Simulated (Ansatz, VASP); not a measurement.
**One calculation of Y2WC3, two programs**

```xyz
6
Lattice="5.4523 0.0000 0.0000 -2.7262 4.7219 0.0000 0.0000 0.0000 4.1089" Properties=species:S:1:pos:R:3 pbc="T T T"
Y     2.7262    1.5740    0.0000
Y     0.0000    3.1479    0.0000
W     0.0000    0.0000    0.0000
C     2.7262    0.0000    2.0544
C     1.3631    2.3609    2.0544
C    -1.3631    2.3609    2.0544
```

Change from the starting cell: species swapped into the NdAl3Ni2 type (P6/mmm, No. 191).

Alike in both runs: task single point; functional PBE; k mesh 6 × 6 × 4; occupations gaussian, width 0.1 eV; no spin polarisation.

|  | VASP | Ansatz |
| --- | --- | --- |
| version | VASP 6.6.1 | Ansatz 0.2.0 |
| potentials or method | VASP PAW PBE potentials, release 64 (Y_sv, W_sv, C), cutoff 520 eV | scalar-relativistic, plane waves, PAW |
| valence electrons in the cell | 48 | 48 |

```csv
,VASP,Ansatz,Ansatz less VASP
gap on the k mesh at the Fermi level (eV),none,none,-
pressure (GPa),-10.6,-10.5,+0.09
"traceless stress, the component that is largest in VASP (GPa)",-11.51,-11.48,+0.030
```

A gap of «none» marks a metal or a gap that the smearing closes. The functional is the same, so the differences come from potentials, cutoffs and numerics.

The k mesh is coarse, so the values compare programs but aren't converged. Spin-orbit coupling is off throughout.
